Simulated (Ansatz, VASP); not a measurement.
## Mn2Te3S: VASP beside Ansatz

```
CELL_PARAMETERS angstrom
4.68508 0.00000 0.00000
0.00000 4.68508 0.00000
0.00000 0.00000 7.54110
ATOMIC_POSITIONS crystal
Mn 0.00000 0.50000 0.84527
Mn 0.50000 0.00000 0.15473
Te 0.50000 0.50000 0.00000
Te 0.00000 0.50000 0.49213
Te 0.50000 0.00000 0.50787
S 0.00000 0.00000 0.00000
```

Change from the starting cell: species swapped into the Hf2CuSb3 type (P-4m2, No. 115).

Alike in both runs: functional PBE; k mesh 3 × 3 × 2; occupations gaussian, width 0.15 eV; collinear spin.

Ansatz relaxed the structure, and its values are those at the end. VASP's run is a single point on that final structure, the one shown.

|  | VASP | Ansatz |
| --- | --- | --- |
| version | VASP 6.6.1 | Ansatz 0.2.0 |
| potentials or method | VASP PAW PBE potentials, release 64 (Mn_pv, Te, S), cutoff 520 eV | scalar-relativistic, plane waves, PAW |
| valence electrons in the cell | 50 | 84 |

|  | VASP | Ansatz | Ansatz less VASP |
| --- | --- | --- | --- |
| gap on the k mesh at the Fermi level (eV) | none | none | - |
| pressure (GPa) | 0.2 | 0.2 | +0.03 |
| rms of the force components (eV/Å) | 0.007 | 0.007 | +0.0004 |
| net moment per atom (μB) | 1.36 | 1.36 | +0.001 |
| size of the moment on the site where the two differ most (μB) | 3.93 | 3.89 | -0.041 |

Site moments also hang on the region over which each program counts them. A gap of «none» marks a metal or a gap that the smearing closes. VASP's potentials hold 50 valence electrons a cell and Ansatz's 84, so a difference there can come from the potentials and not from the codes.

The k mesh is coarse, so the values compare programs but aren't converged. Neither program's run includes spin-orbit coupling.
